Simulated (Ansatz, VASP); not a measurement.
## Mg2O in VASP and in Ansatz

The input INCAR:

```
SYSTEM = Mg2O
PREC = Accurate
ENCUT = 600
EDIFF = 1E-7
ISMEAR = 0
SIGMA = 0.2
LREAL = .False.
LASPH = .True.
NELM = 60
ALGO = Normal
ISIF = 3
LWAVE = .False.
LCHARG = .False.
GGA = PE
IBRION = 2
NSW = 36
EDIFFG = -0.08
```

Contents of KPOINTS:

```
regular mesh
0
Gamma
  5 5 2
  0 0 0
```

POSCAR

```
Mg2O
1.0
    3.0500000000      0.0000000000      0.0000000000
    0.0000000000      3.0500000000      0.0000000000
    0.0000000000      0.0000000000      8.8400000000
Mg O
4 2
Direct
    0.5000000000      0.0000000000      0.1200000000
    0.0000000000      0.5000000000      0.8800000000
    0.0000000000      0.5000000000      0.3800000000
    0.5000000000      0.0000000000      0.6200000000
    0.5000000000      0.0000000000      0.8800000000
    0.0000000000      0.5000000000      0.1200000000
```

Input for Ansatz:

```yaml
crystal:
  lattice:
    - [3.05, 0.0, 0.0]
    - [0.0, 3.05, 0.0]
    - [0.0, 0.0, 8.84]
  atoms:
    - { symbol: Mg, position: [0.5, 0.0, 0.12] }
    - { symbol: Mg, position: [0.0, 0.5, 0.88] }
    - { symbol: Mg, position: [0.0, 0.5, 0.38] }
    - { symbol: Mg, position: [0.5, 0.0, 0.62] }
    - { symbol: O, position: [0.5, 0.0, 0.88] }
    - { symbol: O, position: [0.0, 0.5, 0.12] }
basis:
  ecutwfc: 420
kpoints:
  mp_grid: { grid: [5, 5, 2] }
hamiltonian:
  xc: pbe
scf:
  occupations: { method: gaussian, width: 0.2 }
  lower_state_search: "off"
output:
  forces: true
  stress: true
  eigenvalues: true
relax:
  adjacent_minimum: "off"
  f_tol: 0.08
  max_steps: 16
  cell: { stress_tol: 0.8 }
```

Alike in both runs: task relaxation of cell and atoms; functional PBE; k mesh 5 × 5 × 2; occupations gaussian, width 0.2 eV; no spin polarisation.

|  | VASP | Ansatz |
| --- | --- | --- |
| version | VASP 6.6.1 | Ansatz 0.2.0 |
| potentials or method | VASP PAW PBE potentials, release 64 (Mg, O), cutoff 600 eV | scalar-relativistic, plane waves, PAW |
| valence electrons in the cell | 20 | 52 |

```tsv
	VASP	Ansatz	Ansatz less VASP
gap on the k mesh at the Fermi level, each at its own relaxed structure (eV)	none	none	-
relaxed volume (Å³/atom)	13.72	13.87	+0.148
relaxed cell length with the largest relative difference (Å)	8.907	8.955	+0.0478
```

A gap of «none» marks a metal or a gap that the smearing closes. VASP's potentials hold 20 valence electrons a cell and Ansatz's 52, so a difference there can come from the potentials and not from the codes.

The k mesh is coarse, so the values compare programs but aren't converged.
